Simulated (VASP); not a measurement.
A run of VASP 6.6.1:

File INCAR:

```
PREC = Accurate ; ENCUT = 600
EDIFF = 1E-6 ; ISMEAR = 0
SIGMA = 0.01 ; LREAL = F
LASPH = T ; NELM = 120
ALGO = Normal ; ISIF = 2
LWAVE = F ; LCHARG = F
GGA = PE ; NBANDS = 19
GGA_COMPAT = F
```

File KPOINTS:

```
Automatic mesh
0
Gamma
  6 6 6
```

File POSCAR:

```
ZrO2
1.0
    0.0000000000      2.6008734149      2.6008734149
    2.6008734149      0.0000000000      2.6008734149
    2.6008734149      2.6008734149      0.0000000000
Zr O
1 2
Direct
    0.0000000000      0.0000000000      0.0000000000
    0.2500000000      0.2500000000      0.2500000000
    0.7500000000      0.7500000000      0.7500000000
```

Potentials or basis: VASP PAW PBE potentials, release 64 (Zr_sv, O).

The run is started by

```bash
$ cat potpaw_PBE.64/Zr_sv/POTCAR potpaw_PBE.64/O/POTCAR > POTCAR
$ mpirun -np 1 vasp_std > vasp.out
```

Hardware: 1 thread of Intel Xeon 8259CL, with other jobs on the host.

How long does it take, and how much memory?

Run time: 30 s on 1 thread of Intel Xeon 8259CL, on a shared host, peak memory 0.17 GiB. Counts: scf iterations 13, k points 16.
